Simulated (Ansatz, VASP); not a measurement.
# Cr in VASP and in Ansatz

```
Cr
1.0
     2.65860    0.00000    0.00000
    -1.32930    2.30241    0.00000
     0.00000    0.00000    4.31997
Cr
2
Direct
  0.66667 0.33333 0.75000
  0.33333 0.66667 0.25000
```

Change from the starting cell: volume scaled by 0.94.

Alike in both runs: task single point; functional PBE; k mesh 11 × 11 × 6; occupations fermi-dirac, width 0.05 eV; collinear spin.

|  | VASP | Ansatz |
| --- | --- | --- |
| version | VASP 6.6.1 | Ansatz 0.2.0 |
| potentials or method | VASP PAW PBE potentials, release 64 (Cr_pv), cutoff 520 eV | all-electron LAPW, scalar-relativistic |

```csv
,VASP,Ansatz,Ansatz less VASP
gap on the k mesh at the Fermi level (eV),none,none,-
pressure (GPa),-19.2,-19.1,+0.10
"traceless stress, the component that is largest in VASP (GPa)",5.42,5.80,+0.379
net moment per atom (μB),0.56,0.52,-0.037
size of the moment on the site where the two differ most (μB),0.52,0.50,-0.019
```

Site moments also hang on the region over which each program counts them. A gap of «none» marks a metal or a gap that the smearing closes. Ansatz ran all-electron here, and VASP with PAW potentials.
